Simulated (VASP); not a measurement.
Wanted: the native input for a VASP 6.6.1 run.

| Item | Value |
| --- | --- |
| Task | single point |
| Functional | HSE06 |
| Potentials or basis | VASP PAW PBE potentials, release 64 (Be, S) |
| Cutoff | 520 eV |
| k mesh | 6 × 6 × 6 |
| Occupations | gaussian, width 0.01 eV |
| Spin | no spin polarisation |
| Dipole correction | no |
| Grid for exact exchange (PRECFOCK) | Normal |
| Further INCAR settings | ALGO = Normal; EDIFF = 1e-06; NBANDS = 11 |
| Share of exact exchange | 0.25 |
| Screening parameter | 0.2079 1/Å |

BeS:

```
CELL_PARAMETERS angstrom
0.00000 2.33693 2.50708
2.33693 0.00000 2.50708
2.33693 2.33693 0.00000
ATOMIC_POSITIONS crystal
Be 0.00000 0.00000 0.00000
S 0.25000 0.25000 0.25000
```

This cell differs from its parent crystal: epitaxial xy strain -4.0%.

One way to write it, as run:

POSCAR

```
BeS
1.0
    0.0000000000      2.3369339811      2.5070809919
    2.3369339811      0.0000000000      2.5070809919
    2.3369339811      2.3369339811      0.0000000000
Be S
1 1
Direct
    0.0000000000      0.0000000000      0.0000000000
    0.2500000000      0.2500000000      0.2500000000
```

INCAR.step1

```
ALGO = Normal
EDIFF = 1E-5
ENCUT = 520
GGA = PE
ISIF = 2
ISMEAR = 0
LASPH = T
LREAL = F
LWAVE = T
NBANDS = 11
NELM = 60
PREC = Accurate
SIGMA = 0.01
```

INCAR.step2

```
ALGO = Normal
EDIFF = 1E-6
ENCUT = 520
GGA = PE
HFSCREEN = 0.2079
ISIF = 2
ISMEAR = 0
ISTART = 1
LASPH = T
LCHARG = T
LELF = T
LHFCALC = T
LREAL = F
LVHAR = T
LWAVE = F
NBANDS = 11
NELM = 60
PREC = Accurate
PRECFOCK = Normal
SIGMA = 0.01
```

KPOINTS

```
k-points
0
Gamma
  6 6 6
```

Potentials or basis: VASP PAW PBE potentials, release 64 (Be, S).

Command:

```bash
$ cat potpaw_PBE.64/Be/POTCAR potpaw_PBE.64/S/POTCAR > POTCAR
$ cp INCAR.step1 INCAR
$ mpirun -np 1 vasp_std > vasp.out
$ cp INCAR.step2 INCAR
$ mpirun -np 1 vasp_std > vasp.out
```

It gave:

- Pressure: 4.4 GPa
- Band gap on the k mesh: 3.61 eV (least direct gap 6.70 eV)

Caveat: the cell differs from its parent crystal (epitaxial xy strain -4.0%); the cell stands under pressure; the PAW data sets were made with another functional, which shifts forces and pressure a little.

It took 19 min on 1 thread of Intel Xeon 8259CL, with other jobs on the host, peak memory 0.26 GiB.
